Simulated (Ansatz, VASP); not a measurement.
Two plane-wave programs on Li3SeF

```
Li Se F
1.0
    -4.00126   -0.00096   -0.00232
    -0.00234    0.00300   -3.99518
    -0.00193   -7.99881    0.00600
Li Se F
6 2 2
Direct
  0.50008 0.50005 0.00000
  0.50021 0.49997 0.50000
  0.50018 0.99993 0.75002
  0.50018 0.00007 0.25005
  0.00001 0.49995 0.74995
  0.00003 0.50015 0.24995
  0.99979 0.99996 0.50000
  0.99976 0.99997 0.00002
  0.49986 0.49994 0.74999
  0.49990 0.50002 0.25001
```

Change from the starting cell: cell x2, atoms moved at random (sigma 0.1 Å) and cell strained at random (1.5 %), then relaxed without symmetry.

Alike in both runs: functional PBE; k mesh 4 × 4 × 2; occupations gaussian, width 0.1 eV; no spin polarisation.

Ansatz relaxed the structure, and its values are those at the end. VASP's run is a single point on that final structure, the one shown.

|  | VASP | Ansatz |
| --- | --- | --- |
| version | VASP 6.6.1 | Ansatz 0.2.0 |
| potentials or method | VASP PAW PBE potentials, release 64 (Li_sv, Se, F), cutoff 520 eV | scalar-relativistic, plane waves, PAW |
| valence electrons in the cell | 44 | 64 |

```csv
,VASP,Ansatz,Ansatz less VASP
gap on the k mesh at the Fermi level (eV),3.73,3.72,-0.017
least direct gap on the mesh (eV),4.03,4.03,-0.003
```

VASP's potentials hold 44 valence electrons a cell and Ansatz's 64, so a difference there can come from the potentials and not from the codes.

Noted on VASP's run: the cutoff is short for stress, so the pressure is rough.
